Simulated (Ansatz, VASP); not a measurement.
**GaN in VASP and in Ansatz**

```xyz
4
Lattice="3.2184 0.0000 0.0000 -1.6092 2.7872 0.0000 0.0000 0.0000 5.2432" Properties=species:S:1:pos:R:3 pbc="T T T"
Ga    1.6092    0.9291    2.6170
Ga    0.0000    1.8581    5.2386
N     1.6092    0.9291    4.5923
N     0.0000    1.8581    1.9707
```

Alike in both runs: functional PBE; k mesh 12 × 12 × 6; occupations gaussian, width 0.02 eV; no spin polarisation.

Ansatz relaxed the structure, and its values are those at the end. VASP's run is a single point on that final structure, the one shown.

|  | VASP | Ansatz |
| --- | --- | --- |
| version | VASP 6.6.1 | Ansatz 0.2.0 |
| potentials or method | VASP PAW PBE potentials, release 64 (Ga_d, N), cutoff 520 eV | scalar-relativistic, plane waves, PAW |
| valence electrons in the cell | 36 | 36 |

Ansatz gave:

| Quantity | Value |
| --- | --- |
| gap on the k mesh at the Fermi level (eV) | 1.71 |
| least direct gap on the mesh (eV) | 1.71 |
| pressure (GPa) | 0.0 |

Question: Estimate VASP's values.

Answer: gap on the k mesh at the Fermi level (eV): 1.72; least direct gap on the mesh (eV): 1.72; pressure (GPa): 0.1.

The functional is the same, so the differences come from potentials, cutoffs and numerics.
